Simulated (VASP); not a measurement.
Here is a VASP 6.6.1 calculation.

INCAR

```
SYSTEM = BAs
ALGO = Normal ; EDIFF = 1E-6
ENCUT = 500 ; GGA = PE
GGA_COMPAT = .False. ; ISIF = 2
ISMEAR = -1 ; LASPH = .True.
LCHARG = .True. ; LELF = .True.
LREAL = .False. ; LVHAR = .True.
LWAVE = .False. ; NBANDS = 11
NELM = 120 ; PREC = Accurate
SIGMA = 0.04
```

File KPOINTS:

```
k-points
0
Gamma
  5 5 5
  0 0 0
```

Contents of POSCAR:

```
BAs
1.0
    0.0000000000      2.3885000000      2.3885000000
    2.3885000000      0.0000000000      2.3885000000
    2.3885000000      2.3885000000      0.0000000000
As B
1 1
Direct
    0.7500000000      0.7500000000      0.7500000000
    0.0000000000      0.0000000000      0.0000000000
```

Potentials or basis: VASP PAW PBE potentials, release 64 (As, B).

Launch:

```bash
$ cat potpaw_PBE.64/As/POTCAR potpaw_PBE.64/B/POTCAR > POTCAR
$ mpirun -np 1 vasp_std > vasp.out
```

Estimate the pressure.

3.6 GPa.

Predict the band gap on the k mesh.

1.17 eV, indirect (least direct gap 3.27 eV).

Caveat: the k points lie up to 0.46 Å⁻¹ apart. A k mesh can miss the band edges.
